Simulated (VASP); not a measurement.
Input of a VASP 6.6.1 run:

Contents of INCAR:

```
SYSTEM = Sr
PREC = Accurate
ENCUT = 520
EDIFF = 1E-7
ISMEAR = -1
SIGMA = 0.1
LREAL = .False.
LASPH = .True.
NELM = 60
ALGO = Normal
ISIF = 2
LWAVE = .False.
LCHARG = .False.
GGA = PE
NBANDS = 17
```

KPOINTS

```
Automatic mesh
0
Gamma
  12 12 12
  0 0 0
```

File POSCAR:

```
Sr
1.0
   -3.5173811290      3.5173811290      1.9017997322
    3.5173811290     -3.5173811290      1.9017997322
    3.5173811290      3.5173811290     -1.9017997322
Sr
2
Direct
   -0.3750000000     -0.1250000000     -0.2500000000
    0.3750000000      0.1250000000      0.2500000000
```

Potentials or basis: VASP PAW PBE potentials, release 64 (Sr_sv).

Run with:

```sh
$ cat potpaw_PBE.64/Sr_sv/POTCAR > POTCAR
$ mpirun -np 1 vasp_std > vasp.out
```

What does it give for the band gap on the k mesh?

Zero (bands 10 and 11 overlap by 0.51 eV).

Estimate the pressure.

1.9 GPa.
